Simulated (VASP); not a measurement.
Input of a VASP 6.6.1 run:

File INCAR:

```
PREC = Accurate
ENCUT = 520
EDIFF = 1E-6
ISMEAR = 0
SIGMA = 0.05
LREAL = False
LASPH = True
NELM = 60
ALGO = Normal
ISIF = 2
LWAVE = False
LCHARG = False
GGA = PS
NBANDS = 35
```

KPOINTS

```
regular mesh
0
Gamma
  10 10 2
```

POSCAR

```
MoS2
1.0
   -3.1414322132      0.0000000000      0.0000000000
   -1.5707161066     -2.7205601009      0.0000000000
    0.0000000000      0.0000000000     17.0788195080
Mo S
2 4
Direct
    0.3333333333      0.3333333333      0.1841289368
    0.6666666667      0.6666666667      0.5523868103
    0.3333333333      0.3333333333      0.4610985131
    0.6666666667      0.6666666667      0.0928406396
    0.3333333333      0.3333333333      0.6436751074
    0.6666666667      0.6666666667      0.2754172339
```

Potentials or basis: VASP PAW PBE potentials, release 64 (Mo_sv, S).

The run is started by

```bash
$ cat potpaw_PBE.64/Mo_sv/POTCAR potpaw_PBE.64/S/POTCAR > POTCAR
$ mpirun -np 1 vasp_std > vasp.out
```

Problem. What does it give for the band gap on the k mesh?

Solution. 1.45 eV (least direct gap 2.02 eV).

Problem. Estimate the largest force.

Solution. 0.023 eV/Å.

Problem. What does it give for the pressure?

Solution. -0.1 GPa.

Forces in eV/Å, atoms in the order of the input:
```
Mo   0.000  0.000 -0.023
Mo   0.000  0.000  0.023
S    0.000  0.000 -0.002
S    0.000  0.000  0.020
S    0.000  0.000 -0.020
S    0.000  0.000  0.002
```

Caveat: the cell differs from its parent crystal (the distance across one plane changed); the PAW data sets were made with another functional, which shifts forces and pressure a little. A k mesh can miss the band edges.
